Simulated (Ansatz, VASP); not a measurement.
One calculation of KF, two programs

POSCAR

```
KF
1.0
    2.6718500000      2.6718500000      0.0000000000
   -2.6718500000      2.6718500000      0.0000000000
    0.0000000000      2.6718500000      2.6718500000
K F
1 1
Direct
    0.0000000000      0.0000000000      0.0000000000
    0.5000000000      0.5000000000      0.0000000000
```

Contents of INCAR.step1:

```
SYSTEM = KF
PREC = Accurate
ENCUT = 600
ISMEAR = -1
SIGMA = 0.08
LREAL = .FALSE.
LASPH = .TRUE.
NELM = 100
GGA = PE
ALGO = Normal
EDIFF = 1E-4
LWAVE = .TRUE.
LCHARG = .FALSE.
```

The input INCAR.step2:

```
SYSTEM = KF
PREC = Accurate
ENCUT = 600
EDIFF = 1E-7
ISMEAR = -1
SIGMA = 0.08
LREAL = .FALSE.
LASPH = .TRUE.
NELM = 100
ALGO = Normal
ISIF = 3
LWAVE = .FALSE.
LCHARG = .FALSE.
METAGGA = R2SCAN
LMIXTAU = .TRUE.
IBRION = 2
NSW = 100
EDIFFG = -0.002
ISTART = 1
```

KPOINTS

```
Automatic mesh
0
G
  12 12 12
  0 0 0
```

Input for Ansatz:

```yaml
crystal:
  lattice:
    - [2.67185, 2.67185, 0.0]
    - [-2.67185, 2.67185, 0.0]
    - [0.0, 2.67185, 2.67185]
  atoms:
    - { symbol: K, position: [0.0, 0.0, 0.0] }
    - { symbol: F, position: [0.5, 0.5, 0.0] }
kpoints:
  mp_grid: { grid: [12, 12, 12] }
scf:
  occupations: { method: fermi_dirac, width: 0.08 }
hamiltonian:
  xc: r2scan
  pseudopotentials: { kind: paw }
relax:
  f_tol: 0.002
  max_steps: 80
  cell: {}
output:
  forces: true
  stress: true
```

Alike in both runs: task relaxation of cell and atoms; functional r2SCAN; k mesh 12 × 12 × 12; occupations fermi-dirac, width 0.08 eV; no spin polarisation.

|  | VASP | Ansatz |
| --- | --- | --- |
| version | VASP 6.6.1 | Ansatz 0.2.0 |
| potentials or method | VASP PAW PBE potentials, release 64 (K_sv, F) | PAW with Ansatz's default frozen-core files, scalar-relativistic |
| plane-wave cutoff (eV) | 600 | 500 |
| valence electrons in the cell | 16 | 16 |

```csv
,VASP,Ansatz,Ansatz less VASP
relaxed volume (Å³/atom),18.78,18.80,+0.019
relaxed length of the cell vector where the two differ most in proportion (Å),3.759,3.760,+0.0013
```

VASP's potentials were made for PBE, not for r2SCAN.
